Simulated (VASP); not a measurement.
InPd:

```
In Pd
1.0
     3.27000    0.00000    0.00000
     0.00000    3.27000    0.00000
     0.00000    0.00000    3.27000
In Pd
1 1
Direct
  0.00000 0.00000 0.00000
  0.50000 0.50000 0.50000
```

```yaml
Program: VASP 6.6.1
Task: relaxation of cell and atoms
Functional: PBEsol
Potentials_or_basis: VASP PAW PBE potentials, release 64 (In_d, Pd)
Cutoff: 600 eV
k_mesh: 7 × 7 × 7
Occupations: methfessel-paxton, width 0.1 eV
Spin: no spin polarisation
```

At the start: pressure -2.2 GPa; volume 17.48 Å³/atom.

**Question.** How do energy, volume and symmetry change on relaxing?

**Answer.** Over 3 steps the energy falls by 2.1 meV/atom and the volume is 17.18 Å³/atom (-1.8 %); space group Pm-3m (No. 221, to 0.05 Å).

The path:
| step | energy change (eV) | largest force (eV/Å) | pressure (GPa) | volume (Å³) |
| --- | --- | --- | --- | --- |
| 1 | 0.0000 | 0.0000 | -2.16 | 34.97 |
| 2 | -0.0004 | 0.0000 | 2.22 | 33.79 |
| 3 | -0.0042 | 0.0000 | 0.02 | 34.35 |

Final structure:
```yaml
crystal:
  lattice:
    - [3.25074, 0.00000, 0.00000]
    - [0.00000, 3.25074, 0.00000]
    - [0.00000, 0.00000, 3.25074]
  atoms:
    - { symbol: In, position: [0.00000, 0.00000, 0.00000] }
    - { symbol: Pd, position: [0.50000, 0.50000, 0.50000] }
```

Caveat: the PAW data sets were made with another functional, which shifts forces and pressure a little.
